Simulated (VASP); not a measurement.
The system is Al.

```xyz
1
Lattice="0.0000 2.0515 2.0515 2.0515 0.0000 2.0515 2.0515 2.0515 0.0000" Properties=species:S:1:pos:R:3 pbc="T T T"
Al    0.0000    0.0000    0.0000
```

Program: VASP 6.6.1. Alike in all runs: task single point; potentials or basis VASP PAW PBE potentials, release 64 (Al); no spin polarisation; cell as given; cutoff (eV) 520.

Q: Order these runs on this cell by their pressure, lowest first.
A. level RPBE+D3(BJ); k mesh 11 × 11 × 11; smearing tetrahedron
B. level PBE-based screened hybrid; k mesh 6 × 6 × 6; smearing fermi-dirac 0.05 eV; grid for exact exchange (PRECFOCK) Normal; share of exact exchange 0.25; screening parameter 0.3 1/Å
C. level BLYP; k mesh 11 × 11 × 11; smearing fermi-dirac 0.05 eV
D. level BLYP+D3(BJ); k mesh 11 × 11 × 11; smearing fermi-dirac 0.05 eV
E. level PBE exchange alone; k mesh 11 × 11 × 11; smearing fermi-dirac 0.05 eV

A: A (-21.6 GPa), D (-6.6 GPa), B (-3.5 GPa), C (0.5 GPa), E (6.2 GPa).

Caveats: some runs use coarse meshes; the PAW data sets were made with another functional, which shifts forces and pressure a little (some runs); pairwise dispersion overbinds metals, which lowers pressure and volume (some runs); tetrahedron occupations give inexact forces and stress in metals (some runs).
